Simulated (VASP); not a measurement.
# TaN (P-6m2) in VASP: further runs, part 2 of 2

VASP 6.6.1.

**3. Single point, LDA**

INCAR

```
ALGO     = Normal         # electronic algorithm
EDIFF    = 1E-6           # SCF threshold, eV
ENCUT    = 700            # plane-wave cutoff, eV
GGA      = CA             # functional
GGA_COMPAT= F            
ISIF     = 2              # what is computed and relaxed
ISMEAR   = 0              # smearing method
LASPH    = T              # aspherical terms in the spheres
LCHARG   = F              # write CHGCAR
LREAL    = F              # projectors in reciprocal space
LWAVE    = F              # write WAVECAR
NBANDS   = 16             # bands
NELM     = 120            # most SCF steps
PREC     = Accurate       # precision mode
SIGMA    = 0.1            # smearing width, eV
```

KPOINTS

```
k-points
0
Gamma
  13 13 12
```

POSCAR

```
TaN
1.0
    2.9380000000      0.0000000000      0.0000000000
   -1.4690000000      2.5443830000      0.0000000000
    0.0000000000      0.0000000000      2.8830000000
Ta N
1 1
Direct
    0.3333333333      0.6666666667      0.5000000000
    0.0000000000      0.0000000000      0.0000000000
```

Potentials or basis: VASP PAW LDA potentials, release 64 (Ta_sv_GW, N).

The run is started by

```
> cat potpaw_LDA.64/Ta_sv_GW/POTCAR potpaw_LDA.64/N/POTCAR > POTCAR
> mpirun -np 1 vasp_std > vasp.out
```

OUTCAR:

```text
EDIFF = 1E-6
   ENCUT = 700
   GGA = CA
   ISIF = 2
   ISMEAR = 0
   LASPH = T
   LREAL = F
   NELM = 120
   PREC = Accurate

 ion  position               nearest neighbor table
   1  0.333  0.667  0.500-   2 2.23   2 2.23   2 2.23   2 2.23   2 2.23   2 2.23
   2  0.000  0.000  0.000-   1 2.23   1 2.23   1 2.23   1 2.23   1 2.23   1 2.23

  LATTYP: Found a hexagonal cell.
 ALAT       =     2.9380000000
 C/A-ratio  =     0.9812797822

  Lattice vectors:

 A1 = (   2.9380000000,   0.0000000000,   0.0000000000)
 A2 = (  -1.4690000000,   2.5443830000,   0.0000000000)
 A3 = (   0.0000000000,   0.0000000000,   2.8830000000)

Analysis of symmetry for initial positions (statically):
=====================================================================
 Subroutine PRICEL returns:
 Original cell was already a primitive cell.

 Routine SETGRP: Setting up the symmetry group for a
 hexagonal supercell.

 Subroutine GETGRP returns: Found 12 space group operations
 (whereof 12 operations were pure point group operations)
 out of a pool of 24 trial point group operations.

The static configuration has the point symmetry D_3h.

Analysis of symmetry for dynamics (positions and initial velocities):
=====================================================================
 Subroutine PRICEL returns:
 Original cell was already a primitive cell.

 Routine SETGRP: Setting up the symmetry group for a
 hexagonal supercell.

 Subroutine GETGRP returns: Found 12 space group operations
 (whereof 12 operations were pure point group operations)
 out of a pool of 24 trial point group operations.

The dynamic configuration has the point symmetry D_3h.

 Subroutine INISYM returns: Found 12 space group operations
 (whereof 12 operations are pure point group operations),
 and found     1 'primitive' translations

----------------------------------------------------------------------------------------

                                     Primitive cell

  volume of cell :      21.5516

  direct lattice vectors                    reciprocal lattice vectors
     2.938000000  0.000000000  0.000000000     0.340367597  0.196511296  0.000000000
    -1.469000000  2.544383000  0.000000000     0.000000000  0.393022591  0.000000000
     0.000000000  0.000000000  2.883000000     0.000000000  0.000000000  0.346860909

  length of vectors
     2.938000000  2.938000315  2.883000000     0.393022633  0.393022591  0.346860909

  position of ions in fractional coordinates (direct lattice)
     0.333333333  0.666666667  0.500000000
     0.000000000  0.000000000  0.000000000

  ion indices of the primitive-cell ions
   primitive index   ion index
                 1           1
                 2           2

----------------------------------------------------------------------------------------

 KPOINTS: k-points

Automatic generation of k-mesh.
 Grid dimensions read from file:
 generate k-points for:   13   13   12

 Generating k-lattice:

  Cartesian coordinates                     Fractional coordinates (reciprocal lattice)
     0.026182123  0.015116254  0.000000000     0.076923077  0.000000000  0.000000000
     0.000000000  0.030232507  0.000000000     0.000000000  0.076923077  0.000000000
     0.000000000  0.000000000  0.028905076     0.000000000  0.000000000  0.083333333

  Length of vectors
     0.030232510  0.030232507  0.028905076

  Shift w.r.t. Gamma in fractional coordinates (k-lattice)
     0.000000000  0.000000000  0.000000000

 Subroutine IBZKPT returns following result:
 ===========================================

 Found    147 irreducible k-points:

 Following reciprocal coordinates:
            Coordinates               Weight
  0.000000  0.000000  0.000000      1.000000
  0.076923 -0.000000  0.000000      6.000000
  0.153846 -0.000000  0.000000      6.000000
  0.230769 -0.000000  0.000000      6.000000
  0.307692 -0.000000  0.000000      6.000000
  0.384615  0.000000  0.000000      6.000000
[... 16 lines left out ...]
  0.076923 -0.000000  0.083333     12.000000
  0.153846 -0.000000  0.083333     12.000000
 [... further k-points ...]
   k-points           NKPTS =    147   k-points in BZ     NKDIM =    147   number of bands    NBANDS=     16
   number of dos      NEDOS =    301   number of ions     NIONS =      2
   total plane-waves  NPLWV =  21952
   dimension x,y,z NGX =    28 NGY =   28 NGZ =   28
   dimension x,y,z NGXF=    56 NGYF=   56 NGZF=   56
   ions per type =               1   1
   NGX,Y,Z   is equivalent  to a cutoff of  15.84, 15.84, 16.15 a.u.
   NGXF,Y,Z  is equivalent  to a cutoff of  31.69, 31.69, 32.29 a.u.
 SYSTEM =  unknown system
   PREC   = accura    normal or accurate (medium, high low for compatibility)
   ISTART =      0    job   : 0-new  1-cont  2-samecut
   ICHARG =      2    charge: 1-file 2-atom 10-const
   ISPIN  =      1    spin polarized calculation?
   LNONCOLLINEAR =      F non collinear calculations
   LSORBIT =      F    spin-orbit coupling
   LASPH  =      T    aspherical Exc in radial PAW
   ENCUT  =  700.0 eV  51.45 Ry    7.17 a.u.   6.34  6.34  6.22*2*pi/ulx,y,z
   NELM   =    120;   NELMIN=  2; NELMDL= -5     # of ELM steps
   EDIFF  = 0.1E-05   stopping-criterion for ELM
   LREAL  =      F    real-space projection
   EDIFFG = 0.1E-04   stopping-criterion for IOM
   NSW    =      0    number of steps for IOM
   IBRION =     -1    ionic relax: 0-MD 1-quasi-New 2-CG
   NFREE  =      0    steps in history (QN), initial steepest desc. (CG)
   ISIF   =      2    stress and relaxation
   ISYM   =      2    0-nonsym 1-usesym 2-fastsym
   POTIM  = 0.5000    time-step for ionic-motion
   TEBEG  =    0.0;   TEEND  =   0.0 temperature during run
   PSTRESS=    0.0 pullay stress
   NELECT =      18.0000    total number of electrons
   NUPDOWN=      -1.0000    fix difference up-down
   EMIN   =  10.00;   EMAX   =-10.00  energy-range for DOS
   EFERMI =   0.00;   METHOD = LEGACY
   ISMEAR =     0;   SIGMA  =   0.10  broadening in eV -4-tet -1-fermi 0-gaus
   EFERMI_NEDOS =   21; number of points for ismear=-14 and -15
   IALGO  =     38    algorithm
   IMIX   =      4    mixing-type and parameters
     AMIX     =   0.40;   BMIX     =  1.00
     AMIX_MAG =   1.60;   BMIX_MAG =  1.00
  volume/ion in A,a.u.               =      10.78        72.72
  Fermi-wavevector in a.u.,A,eV,Ry     =   1.541722  2.913432 32.339773  2.376906
  Thomas-Fermi vector in A             =   2.647628
   LORBIT       =      0    0 simple, 1 ext, 2 COOP (PROOUT), +10 PAW based schemes
   GGA     = CA    functional components
   LHFCALC =     F    Hartree Fock is set to
   AEXX    =    0.0000 exact exchange contribution
   IVDW    =     0    specifies the selected vdW correction
   LEPSILON=     F    determine dielectric tensor
   LRPA    =     F    only Hartree local field effects (RPA)
 non-spin polarized calculation
 Gauss-broadening in eV      SIGMA  =   0.10
  energy-cutoff  :      700.00
  volume of cell :       21.55
 maximum number of plane-waves:       930
 NGX is ok and might be reduce to    28
   NGX = 13   NGY = 13   NGZ = 13

 number of electron      17.9999999 magnetization

 Free energy of the ion-electron system (eV)
  ---------------------------------------------------
  ext. energy  EPLUGINS =         0.00000000
  ---------------------------------------------------
  free energy    TOTEN  =       -27.21053487 eV

  energy without entropy =      -27.21021364  energy(sigma->0) =      -27.21037425

 E-fermi :  12.1231     XC(G=0): -13.9761

 val. band max:       12.0680594404   @ k =   0.0000   0.0000   0.4167
 cond. band min:      12.2233796436   @ k =   0.0769  -0.0000   0.5000
 fundamental gap:      0.1553202032
 Fermi energy:        12.1231081244

 k-point     1 :       0.0000    0.0000    0.0000
  band No.  band energies     occupation
      1     -55.9766      2.00000
      2     -22.4914      2.00000
      3     -22.2318      2.00000
      4     -22.2318      2.00000
      5      -5.3853      2.00000
      6       7.5859      2.00000
[... 8 lines left out ...]
     15      25.0856      0.00000
     16      28.2774      0.00000
[... 419 lines left out ...]
 k-point    24 :       0.1538   -0.0000    0.0833
  band No.  band energies     occupation
      1     -55.9563      2.00000
      2     -22.5296      2.00000
      3     -22.4634      2.00000
      4     -22.2784      2.00000
      5      -4.7913      2.00000
      6       6.4965      2.00000
[... 8 lines left out ...]
     15      24.9750      0.00000
     16      29.1017      0.00000

 [... further k-points ...]

------------------------ aborting loop because EDIFF is reached ----------------------------------------

  FORCE on cell =-STRESS in cart. coord.  units (eV):
  Direction    XX          YY          ZZ          XY          YZ          ZX
  --------------------------------------------------------------------------------------
  -------------------------------------------------------------------------------------
  Total       -1.3612063     -1.3612067     -1.5429027      0.0000000     -0.0000000      0.0000000
  in kB     -101.1941967   -101.1942256   -114.7017936      0.0000000     -0.0000000      0.0000000
  external PRESSURE =    -105.6967386 kB  Pullay stress =       0.0000000 kB

 VOLUME and BASIS-vectors are now :
 -----------------------------------------------------------------------------
  energy-cutoff  :      700.00
  volume of cell :       21.55
      direct lattice vectors                 reciprocal lattice vectors
     2.938000000  0.000000000  0.000000000     0.340367597  0.196511296  0.000000000
    -1.469000000  2.544383000  0.000000000     0.000000000  0.393022591  0.000000000
     0.000000000  0.000000000  2.883000000     0.000000000  0.000000000  0.346860909

 POSITION                                       TOTAL-FORCE (eV/Angst)
 -----------------------------------------------------------------------------------
     -0.00000      1.69626      1.44150        -0.000000      0.000000      0.000000
      0.00000      0.00000      0.00000         0.000000      0.000000      0.000000
 -----------------------------------------------------------------------------------
    total drift:                                0.000000      0.000006     -0.000000

  FREE ENERGIE OF THE ION-ELECTRON SYSTEM (eV)
  ---------------------------------------------------
  free  energy   TOTEN  =       -27.2105348667 eV

  energy  without entropy=      -27.2102136424  energy(sigma->0) =      -27.21037425
```

Wall time 57 s (1 thread of Intel Xeon Platinum 8259CL at 2.50GHz (Skylake/Cascade Lake), shared host); peak memory 0.22 GiB.

What came out:

- Free energy: -27.2105 eV
- Pressure: -10.6 GPa
- Band gap on the k mesh: zero (bands 9 and 10 overlap by 0.31 eV)

Stress tensor (GPa, compression positive):
```
-10.12   0.00   0.00
  0.00 -10.12   0.00
  0.00   0.00 -11.47
```

Levels at points of the mesh, in eV from the Fermi level:
```csv
k point,band 5,band 6,band 7,band 8,band 9,band 10,band 11,band 12,band 13,band 14
"(0.00, 0.00, 0.00)",-17.51,-4.54,-4.54,-4.18,-2.87,2.36,3.58,3.58,3.94,3.94
"(0.00, 0.00, 0.50)",-14.81,-9.29,-3.72,-3.72,-0.11,-0.11,2.43,3.27,3.27,8.28
```

Caveat: the cell stands under tension; spin-orbit coupling is left out, which moves the levels of the heavy elements.

The gap in the log of VASP goes by the Fermi energy; the results here count the filled bands.